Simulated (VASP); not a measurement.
# Hf (Pm-3m) in VASP: notebook

Runs on Hf. Level: PBE. Tasks: single point, relaxation of cell and atoms.

All numbers are computed with VASP 6.6.1; they aren't measurements. Logs are shortened: lines on timing, memory, paths and dates and some standing lists are left out, and cuts for length are marked.

### 1 The cell of the first run

Symmetry: Pm-3m, No. 221, cubic system. The conventional cell has a = 2.144 Å, b = 2.144 Å, c = 2.144 Å, α = 90.00°, β = 90.00°, γ = 90.00°. Hf (site symmetry m-3m) has 6 Hf at 2.14 Å within 2.8 Å.

### 2 Single point, PBE

The input, INCAR:

```
PREC = Accurate
ENCUT = 520
EDIFF = 1E-7
ISMEAR = -1
SIGMA = 0.08
LREAL = F
LASPH = T
NELM = 100
ALGO = Normal
ISIF = 2
LWAVE = F
LCHARG = F
GGA = PE
NBANDS = 11
```

The input, KPOINTS:

```
Automatic mesh
0
Gamma
  18 18 18
```

The input, POSCAR:

```
Hf
1.0
    2.1438715241      0.0000000000      0.0000000000
    0.0000000000      2.1438715241      0.0000000000
    0.0000000000      0.0000000000      2.1438715241
Hf
1
Direct
    0.0000000000      0.0000000000      0.0000000000
```

Potentials or basis: VASP PAW PBE potentials, release 64 (Hf_pv).

The run is started by

```sh
$ cat potpaw_PBE.64/Hf_pv/POTCAR > POTCAR
$ mpirun -np 1 vasp_std > vasp.out
```

OUTCAR:

```text
PREC = Accurate
   ENCUT = 520
   EDIFF = 1E-7
   ISMEAR = -1
   LREAL = F
   LASPH = T
   NELM = 100
   ISIF = 2
   GGA = PE

 ion  position               nearest neighbor table
   1  0.000  0.000  0.000-

  LATTYP: Found a simple cubic cell.
 ALAT       =     2.1438715241

  Lattice vectors:

 A1 = (   2.1438715241,   0.0000000000,   0.0000000000)
 A2 = (   0.0000000000,   2.1438715241,   0.0000000000)
 A3 = (   0.0000000000,   0.0000000000,   2.1438715241)

Analysis of symmetry for initial positions (statically):
=====================================================================
 Subroutine PRICEL returns:
 Original cell was already a primitive cell.

 Routine SETGRP: Setting up the symmetry group for a
 simple cubic supercell.

 Subroutine GETGRP returns: Found 48 space group operations
 (whereof 48 operations were pure point group operations)
 out of a pool of 48 trial point group operations.

The static configuration has the point symmetry O_h .

Analysis of symmetry for dynamics (positions and initial velocities):
=====================================================================
 Subroutine PRICEL returns:
 Original cell was already a primitive cell.

 Routine SETGRP: Setting up the symmetry group for a
 simple cubic supercell.

 Subroutine GETGRP returns: Found 48 space group operations
 (whereof 48 operations were pure point group operations)
 out of a pool of 48 trial point group operations.

The dynamic configuration has the point symmetry O_h .

 Subroutine INISYM returns: Found 48 space group operations
 (whereof 48 operations are pure point group operations),
 and found     1 'primitive' translations

----------------------------------------------------------------------------------------

                                     Primitive cell

  volume of cell :       9.8536

  direct lattice vectors                    reciprocal lattice vectors
     2.143871524  0.000000000  0.000000000     0.466445861  0.000000000  0.000000000
     0.000000000  2.143871524  0.000000000     0.000000000  0.466445861  0.000000000
     0.000000000  0.000000000  2.143871524     0.000000000  0.000000000  0.466445861

  length of vectors
     2.143871524  2.143871524  2.143871524     0.466445861  0.466445861  0.466445861

  position of ions in fractional coordinates (direct lattice)
     0.000000000  0.000000000  0.000000000

  ion indices of the primitive-cell ions
   primitive index   ion index
                 1           1

----------------------------------------------------------------------------------------

 KPOINTS: Automatic mesh

Automatic generation of k-mesh.
 Grid dimensions read from file:
 generate k-points for:   18   18   18

 Generating k-lattice:

  Cartesian coordinates                     Fractional coordinates (reciprocal lattice)
     0.025913659  0.000000000  0.000000000     0.055555556  0.000000000  0.000000000
     0.000000000  0.025913659  0.000000000     0.000000000  0.055555556  0.000000000
     0.000000000  0.000000000  0.025913659     0.000000000  0.000000000  0.055555556

  Length of vectors
     0.025913659  0.025913659  0.025913659

  Shift w.r.t. Gamma in fractional coordinates (k-lattice)
     0.000000000  0.000000000  0.000000000

 Subroutine IBZKPT returns following result:
 ===========================================

 Found    220 irreducible k-points:

 Following reciprocal coordinates:
            Coordinates               Weight
  0.000000  0.000000  0.000000      1.000000
  0.055556  0.000000  0.000000      6.000000
  0.111111  0.000000  0.000000      6.000000
  0.166667  0.000000  0.000000      6.000000
  0.222222  0.000000  0.000000      6.000000
  0.277778  0.000000  0.000000      6.000000
[... 16 lines left out ...]
  0.277778  0.111111  0.000000     24.000000
  0.333333  0.111111  0.000000     24.000000
 [... further k-points ...]
   k-points           NKPTS =    220   k-points in BZ     NKDIM =    220   number of bands    NBANDS=     11
   number of dos      NEDOS =    301   number of ions     NIONS =      1
   total plane-waves  NPLWV =   4096
   dimension x,y,z NGX =    16 NGY =   16 NGZ =   16
   dimension x,y,z NGXF=    32 NGYF=   32 NGZF=   32
   ions per type =               1
   NGX,Y,Z   is equivalent  to a cutoff of  12.41, 12.41, 12.41 a.u.
   NGXF,Y,Z  is equivalent  to a cutoff of  24.81, 24.81, 24.81 a.u.
 SYSTEM =  unknown system
   PREC   = accura    normal or accurate (medium, high low for compatibility)
   ISTART =      0    job   : 0-new  1-cont  2-samecut
   ICHARG =      2    charge: 1-file 2-atom 10-const
   ISPIN  =      1    spin polarized calculation?
   LNONCOLLINEAR =      F non collinear calculations
   LSORBIT =      F    spin-orbit coupling
   LASPH  =      T    aspherical Exc in radial PAW
   ENCUT  =  520.0 eV  38.22 Ry    6.18 a.u.   3.99  3.99  3.99*2*pi/ulx,y,z
   NELM   =    100;   NELMIN=  2; NELMDL= -5     # of ELM steps
   EDIFF  = 0.1E-06   stopping-criterion for ELM
[... 30 lines left out ...]
 non-spin polarized calculation
  energy-cutoff  :      520.00
  volume of cell :        9.85
 maximum number of plane-waves:       284
 NGX is ok and might be reduce to    16
   NGX =  7   NGY =  7   NGZ =  7

 number of electron      10.0000000 magnetization

 Free energy of the ion-electron system (eV)
  ---------------------------------------------------
  ext. energy  EPLUGINS =         0.00000000
  ---------------------------------------------------
  free energy    TOTEN  =        -0.30435729 eV

  energy without entropy =       -0.29388344  energy(sigma->0) =       -0.29912036

 E-fermi :  12.1510     XC(G=0): -15.5633

 val. band max:       12.1012325652   @ k =   0.3889   0.2222   0.1667
 cond. band min:      12.1526184431   @ k =   0.5000   0.3333   0.1667
 fundamental gap:      0.0513858779
 Fermi energy:        12.1509642273

 k-point     1 :       0.0000    0.0000    0.0000
  band No.  band energies     occupation
      1     -15.2111      2.00000
      2     -15.2111      2.00000
      3     -15.2111      2.00000
      4       4.5546      2.00000
      5       6.0456      2.00000
      6       6.0456      2.00000
      7      26.9434      0.00000
      8      27.8805      0.00000
      9      27.8805      0.00000
     10      27.8805      0.00000
     11      37.4460      0.00000

 k-point     2 :       0.0556    0.0000    0.0000
  band No.  band energies     occupation
      1     -15.6274      2.00000
      2     -15.1807      2.00000
      3     -15.1807      2.00000
      4       4.7876      2.00000
      5       6.1092      2.00000
      6       6.5183      2.00000
      7      26.9334      0.00000
      8      27.1685      0.00000
      9      27.1685      0.00000
     10      27.9231      0.00000
     11      36.5149      0.00000

 k-point     3 :       0.1111    0.0000    0.0000
  band No.  band energies     occupation
      1     -16.7258      2.00000
      2     -15.0922      2.00000
      3     -15.0922      2.00000
      4       5.2298      2.00000
      5       6.2960      2.00000
      6       8.0225      2.00000
      7      25.5098      0.00000
      8      25.5098      0.00000
      9      26.9043      0.00000
     10      28.0470      0.00000
     11      34.5392      0.00000

 k-point     4 :       0.1667    0.0000    0.0000
  band No.  band energies     occupation
      1     -18.1973      2.00000
      2     -14.9538      2.00000
      3     -14.9538      2.00000
      4       5.7500      2.00000
      5       6.5936      2.00000
      6      10.3047      2.00000
      7      23.5503      0.00000
      8      23.5503      0.00000
      9      26.8590      0.00000
     10      28.2411      0.00000
     11      32.4590      0.00000
[... 239 lines left out ...]
 k-point    22 :       0.2222    0.1111    0.0000
  band No.  band energies     occupation
      1     -19.6129      2.00000
      2     -16.2312      2.00000
      3     -14.6639      2.00000
      4       6.9078      2.00000
      5       8.8208      2.00000
      6      12.9150      0.00014
      7      19.6360      0.00000
      8      21.8083      0.00000
      9      26.4096      0.00000
     10      26.7784      0.00000
     11      32.2123      0.00000

 k-point    23 :       0.2778    0.1111    0.0000
  band No.  band energies     occupation
      1     -21.0778      2.00000
      2     -16.0136      2.00000
      3     -14.4738      2.00000
      4       7.5273      2.00000
      5       9.2957      2.00000
      6      14.2786      0.00000
      7      19.1305      0.00000
      8      20.1205      0.00000
      9      26.7105      0.00000
     10      26.7242      0.00000
     11      31.0726      0.00000

 k-point    24 :       0.3333    0.1111    0.0000
  band No.  band energies     occupation
      1     -22.3244      2.00000
      2     -15.8009      2.00000
      3     -14.2892      2.00000
      4       8.1779      2.00000
      5       9.8126      2.00000
      6      13.9866      0.00000
      7      18.7133      0.00000
      8      19.7652      0.00000
      9      26.6826      0.00000
     10      27.0177      0.00000
     11      31.2151      0.00000

 [... further k-points ...]

------------------------ aborting loop because EDIFF is reached ----------------------------------------

  FORCE on cell =-STRESS in cart. coord.  units (eV):
  Direction    XX          YY          ZZ          XY          YZ          ZX
  --------------------------------------------------------------------------------------
  -------------------------------------------------------------------------------------
  Total       25.6361815     25.6361815     25.6361815      0.0000000      0.0000000      0.0000000
  in kB     4168.3833495   4168.3833495   4168.3833495      0.0000000      0.0000000      0.0000000
  external PRESSURE =    4168.3833495 kB  Pullay stress =       0.0000000 kB

 VOLUME and BASIS-vectors are now :
 -----------------------------------------------------------------------------
  energy-cutoff  :      520.00
  volume of cell :        9.85
      direct lattice vectors                 reciprocal lattice vectors
     2.143871524  0.000000000  0.000000000     0.466445861  0.000000000  0.000000000
     0.000000000  2.143871524  0.000000000     0.000000000  0.466445861  0.000000000
     0.000000000  0.000000000  2.143871524     0.000000000  0.000000000  0.466445861

 POSITION                                       TOTAL-FORCE (eV/Angst)
 -----------------------------------------------------------------------------------
      0.00000      0.00000      0.00000         0.000000      0.000000      0.000000
 -----------------------------------------------------------------------------------
    total drift:                               -0.000000     -0.000000      0.000000

  FREE ENERGIE OF THE ION-ELECTRON SYSTEM (eV)
  ---------------------------------------------------
  free  energy   TOTEN  =        -0.3043572881 eV

  energy  without entropy=       -0.2938834406  energy(sigma->0) =       -0.29912036
```

It took 15 s on 1 thread of Intel Xeon 8259CL, shared host; peak memory 0.13 GiB.

Results:

```yaml
Free_energy: -0.3044 eV
Pressure: 416.8 GPa
Band_gap_on_the_k_mesh: zero (band 5 reaches 14.54 eV, above the bottom of band 6 at 5.15 eV)
```

Caveat: spin-orbit coupling is left out, which moves the levels of the heavy elements.

### 3 Single point, PBE

The input, INCAR:

```
SYSTEM = Hf
PREC     = Accurate       ! precision mode
ENCUT    = 520            ! plane-wave cutoff, eV
EDIFF    = 1E-6           ! SCF threshold, eV
ISMEAR   = -1             ! smearing method
SIGMA    = 0.08           ! smearing width, eV
LREAL    = .FALSE.        ! projectors in reciprocal space
LASPH    = .TRUE.         ! aspherical terms in the spheres
NELM     = 80             ! most SCF steps
ALGO     = Normal         ! electronic algorithm
ISIF     = 2              ! what is computed and relaxed
LWAVE    = .FALSE.        ! write WAVECAR
LCHARG   = .FALSE.        ! write CHGCAR
GGA      = PE             ! functional
NBANDS   = 11             ! bands
```

The input, KPOINTS:

```
Automatic mesh
0
G
  18 18 18
  0 0 0
```

The input, POSCAR:

```
Hf
1.0
    2.1447184953      0.0000000000      0.0000000000
    0.0000000000      2.1447184953      0.0000000000
    0.0000000000      0.0000000000      2.1447184953
Hf
1
Direct
    0.0000000000      0.0000000000      0.0000000000
```

Potentials or basis: VASP PAW PBE potentials, release 64 (Hf_pv).

The run is started by

```sh
$ cat potpaw_PBE.64/Hf_pv/POTCAR > POTCAR
$ mpirun -np 1 vasp_std > vasp.out
```

Run time: 14 s. Hardware: 1 thread of Intel Xeon 8259CL, shared host; peak memory 0.13 GiB.

It converged, with:

```yaml
Free_energy: -0.3347 eV
Pressure: 415.2 GPa
Band_gap_on_the_k_mesh: zero (band 5 reaches 14.52 eV, above the bottom of band 6 at 5.14 eV)
```

Levels at points of the mesh, in eV from the Fermi level:
```csv
k point,band 2,band 3,band 4,band 5,band 6,band 7,band 8,band 9
"(0.00, 0.00, 0.00)",-27.36,-27.36,-7.60,-6.09,-6.09,14.79,15.71,15.71
"(0.50, 0.00, 0.00)",-26.26,-26.26,-3.52,-2.34,3.77,4.39,4.39,14.52
"(0.50, 0.50, 0.00)",-34.65,-25.25,-10.87,0.13,6.92,6.92,13.37,13.37
"(0.50, 0.50, 0.50)",-33.14,-33.14,-6.99,-6.99,-6.99,5.63,13.88,24.61
```

Caveat: spin-orbit coupling is left out, which moves the levels of the heavy elements.

### 4 Relaxation of cell and atoms, PBE, target pressure 430 GPa, at which the enthalpy is minimised

This run uses another cell than the first one, of 9.54 Å³/atom, 0.968 times its volume.

The input, INCAR:

```
PREC     = Accurate       # precision mode
ENCUT    = 600            # plane-wave cutoff, eV
EDIFF    = 1E-6           # SCF threshold, eV
ISMEAR   = -1             # smearing method
SIGMA    = 0.08           # smearing width, eV
LREAL    = False          # projectors in reciprocal space
LASPH    = True           # aspherical terms in the spheres
NELM     = 60             # most SCF steps
ALGO     = Normal         # electronic algorithm
ISIF     = 3              # what is computed and relaxed
LWAVE    = False          # write WAVECAR
LCHARG   = False          # write CHGCAR
GGA      = PE             # functional
IBRION   = 2              # ionic algorithm
NSW      = 60             # ionic steps
EDIFFG   = -0.005         # ionic threshold
PSTRESS  = 4300.0
```

The input, KPOINTS:

```
Automatic mesh
0
Gamma
  18 18 18
```

The input, POSCAR:

```
Hf
1.0
    2.1208256856      0.0000000000      0.0000000000
    0.0000000000      2.1208256856      0.0000000000
    0.0000000000      0.0000000000      2.1208256856
Hf
1
Direct
    0.0000000000      0.0000000000      0.0000000000
```

The run is started by

```sh
$ cat potpaw_PBE.64/Hf_pv/POTCAR > POTCAR
$ mpirun -np 1 vasp_std > vasp.out
```

Run time: 2 min. Hardware: 1 thread of Intel Xeon 8259CL, shared host; peak memory 0.16 GiB.

It converged, with:

| Quantity | Value |
| --- | --- |
| Free energy | -0.0668 eV |
| Relaxed volume | 9.76 Å³/atom |
| Relaxed cell | a = 2.137 Å, b = 2.137 Å, c = 2.137 Å, α = 90.00°, β = 90.00°, γ = 90.00° |
| Space group after relaxing (to 0.05 Å) | Pm-3m (No. 221) |
| Energy change on relaxing (the enthalpy is what falls) | -626.0 meV/atom |
| Ionic steps | 14 |
| Pressure after relaxing | 429.9 GPa |
| Band gap on the k mesh | zero (band 5 reaches 14.71 eV, above the bottom of band 6 at 5.16 eV) |

The path:
| step | energy change (eV) | largest force (eV/Å) | pressure (GPa) | volume (Å³) |
| --- | --- | --- | --- | --- |
| 1 | 0.0000 | 0.0000 | 464.80 | 9.54 |
| 2 | -5.7298 | 0.0000 | 173.48 | 12.70 |
| 3 | -0.7376 | 0.0000 | 423.73 | 9.81 |
| 4 | -0.6259 | 0.0000 | 429.88 | 9.76 |
| 5 | -0.6137 | 0.0000 | 430.52 | 9.76 |
| 6 | -0.6152 | 0.0000 | 430.50 | 9.76 |
| 7 | -0.6196 | 0.0000 | 430.33 | 9.76 |
| 8 | -0.6197 | 0.0000 | 430.21 | 9.76 |
| 9 | -0.6198 | 0.0000 | 430.21 | 9.76 |
| 10 | -0.6200 | 0.0000 | 430.20 | 9.76 |
| 11 | -0.6204 | 0.0000 | 430.18 | 9.76 |
| 12 | -0.6212 | 0.0000 | 430.15 | 9.76 |
| 13 | -0.6228 | 0.0000 | 430.08 | 9.76 |
| 14 | -0.6260 | 0.0000 | 429.95 | 9.76 |

Final structure:
```yaml
crystal:
  lattice:
    - [2.13732, 0.00000, 0.00000]
    - [0.00000, 2.13732, 0.00000]
    - [0.00000, 0.00000, 2.13732]
  atoms:
    - { symbol: Hf, position: [0.00000, 0.00000, 0.00000] }
```

Levels at points of the mesh, in eV from the Fermi level:
```
           k point  band 2  band 3  band 4  band 5  band 6  band 7  band 8  band 9
(0.00, 0.00, 0.00)  -27.34  -27.34   -7.57   -6.19   -6.19   14.81   15.86   15.86
(0.50, 0.00, 0.00)  -26.21  -26.21   -3.58   -2.30    3.85    4.39    4.39   14.52
(0.50, 0.50, 0.00)  -34.76  -25.17  -11.02    0.15    6.96    6.96   13.51   13.51
(0.50, 0.50, 0.50)  -33.22  -33.22   -7.11   -7.11   -7.11    5.59   13.84   24.88
```

Caveat: the cell is relaxed towards a set pressure, so the enthalpy falls and the energy may rise; spin-orbit coupling is left out, which moves the levels of the heavy elements.

### 5 Relaxation of cell and atoms, PBE, target pressure 430 GPa, at which the enthalpy is minimised

The input, INCAR:

```
SYSTEM = Hf
PREC     = Accurate       ! precision mode
ENCUT    = 600            ! plane-wave cutoff, eV
EDIFF    = 1E-6           ! SCF threshold, eV
ISMEAR   = -1             ! smearing method
SIGMA    = 0.08           ! smearing width, eV
LREAL    = .FALSE.        ! projectors in reciprocal space
LASPH    = .TRUE.         ! aspherical terms in the spheres
NELM     = 60             ! most SCF steps
ALGO     = Normal         ! electronic algorithm
ISIF     = 3              ! what is computed and relaxed
LWAVE    = .FALSE.        ! write WAVECAR
LCHARG   = .FALSE.        ! write CHGCAR
GGA      = PE             ! functional
IBRION   = 2              ! ionic algorithm
NSW      = 32             ! ionic steps
EDIFFG   = -0.005         ! ionic threshold
PSTRESS  = 4300.0
```

The input, KPOINTS:

```
Automatic mesh
0
G
  18 18 18
  0 0 0
```

The input, POSCAR:

```
Hf
1.0
    2.1438715241      0.0000000000      0.0000000000
    0.0000000000      2.1438715241      0.0000000000
    0.0000000000      0.0000000000      2.1438715241
Hf
1
Direct
    0.0000000000      0.0000000000      0.0000000000
```

The run is started by

```sh
$ cat potpaw_PBE.64/Hf_pv/POTCAR > POTCAR
$ mpirun -np 1 vasp_std > vasp.out
```

Run time: 73 s. Hardware: 1 thread of Intel Xeon 8259CL, shared host; peak memory 0.15 GiB.

It converged, with:

- Free energy: -0.0609 eV
- Relaxed volume: 9.76 Å³/atom
- Relaxed cell: a = 2.137 Å, b = 2.137 Å, c = 2.137 Å, α = 90.00°, β = 90.00°, γ = 90.00°
- Space group after relaxing (to 0.05 Å): Pm-3m (No. 221)
- Energy change on relaxing (the enthalpy is what falls): +243.8 meV/atom
- Ionic steps: 5
- Pressure after relaxing: 430.1 GPa
- Band gap on the k mesh: zero (band 5 reaches 14.71 eV, above the bottom of band 6 at 5.16 eV)

Step by step:
```csv
step,energy change (eV),largest force (eV/Å),pressure (GPa),volume (Å³)
1,0.0000,0.0000,416.84,9.85
2,3.5336,0.0000,621.34,8.74
3,0.2257,0.0000,429.20,9.77
4,0.2390,0.0000,429.91,9.76
5,0.2438,0.0000,430.08,9.76
```

Final structure:
```yaml
crystal:
  lattice:
    - [2.13716, 0.00000, 0.00000]
    - [0.00000, 2.13716, 0.00000]
    - [0.00000, 0.00000, 2.13716]
  atoms:
    - { symbol: Hf, position: [0.00000, 0.00000, 0.00000] }
```

Levels at points of the mesh, in eV from the Fermi level:
```
           k point  band 3  band 4  band 5  band 6  band 7  band 8
(0.00, 0.00, 0.00)  -27.34   -7.57   -6.19   -6.19   14.81   15.86
(0.50, 0.00, 0.00)  -26.20   -3.58   -2.30    3.85    4.40    4.40
(0.50, 0.50, 0.00)  -25.17  -11.02    0.15    6.96    6.96   13.51
(0.50, 0.50, 0.50)  -33.22   -7.11   -7.11   -7.11    5.59   13.84
```

Caveat: the cell is relaxed towards a set pressure, so the enthalpy falls and the energy may rise; spin-orbit coupling is left out, which moves the levels of the heavy elements.

### 6 The runs side by side

```tsv
task	cell	cutoff (eV)	gap on the mesh (eV)	pressure (GPa)
single point	a = 2.144 Å, 1 atom	520	none	416.8
single point	a = 2.145 Å, 1 atom	520	none	415.2
relaxation of cell and atoms	relaxed to 430 GPa from a = 2.121 Å, 1 atom	600	none	429.9
relaxation of cell and atoms	relaxed to 430 GPa from a = 2.144 Å, 1 atom	600	none	430.1
```

Alike in all rows: level PBE; potentials or basis VASP PAW PBE potentials, release 64 (Hf_pv); no spin polarisation; k mesh 18 × 18 × 18; smearing fermi-dirac 0.08 eV.

Caveats: spin-orbit coupling is left out, which moves the levels of the heavy elements; the cell is relaxed towards a set pressure, so the enthalpy falls and the energy may rise (some runs).

Total energies depend on the potentials used, so only differences within one code and one set of settings carry meaning.
